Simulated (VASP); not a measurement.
Input of a VASP 6.6.1 run:

File INCAR:

```
SYSTEM = TiTe
PREC = Accurate ; ENCUT = 520
EDIFF = 1E-6 ; ISMEAR = 0
SIGMA = 0.05 ; LREAL = .False.
LASPH = .True. ; NELM = 150
ALGO = Normal ; ISIF = 2
LWAVE = .False. ; LCHARG = .False.
ISPIN = 2 ; MAGMOM = 1.71 1.71 -0.05 -0.05
LORBIT = 11 ; LMAXMIX = 4
LDAU = .True. ; LDAUTYPE = 2
LDAUL = 2 -1 ; LDAUU = 5 0
LDAUJ = 0 0 ; LDAUPRINT = 1
GGA = PS ; NBANDS = 30
```

Contents of KPOINTS:

```
Automatic mesh
0
Gamma
  5 5 3
  0 0 0
```

Contents of POSCAR:

```
TiTe
1.0
    4.6773305300      0.0000000000      0.0000000000
   -2.3386652600      4.0506870600      0.0000000000
    0.0000000000      0.0000000000      7.6603874800
Ti Te
2 2
Direct
    0.6666666667      0.3333333333      0.0000000000
    0.3333333333      0.6666666667      0.5000000000
    0.6666666667      0.3333333333      0.6252000000
    0.3333333333      0.6666666667      0.1252000000
```

Potentials or basis: VASP PAW PBE potentials, release 64 (Ti_sv, Te).

Launch:

```console
$ cat potpaw_PBE.64/Ti_sv/POTCAR potpaw_PBE.64/Te/POTCAR > POTCAR
$ mpirun -np 1 vasp_std > vasp.out
```

Problem. Estimate the pressure.

Solution. 0.2 GPa.

Problem. Predict the site moments.

Solution. Ti +1.72; Te -0.04 μB.

Problem. Predict the band gap on the k mesh.

Solution. 1.87 eV (least direct gap 1.88 eV).

Forces in eV/Å, atoms in the order of the input:
```
Ti   0.000  0.000  0.053
Ti   0.000  0.000  0.053
Te   0.000  0.000 -0.053
Te   0.000  0.000 -0.053
```

Caveat: the PAW data sets were made with another functional, which shifts forces and pressure a little; spin-orbit coupling is left out, which moves the levels of the heavy elements; the U is typed as a test and isn't derived for this compound. A k mesh can miss the band edges.
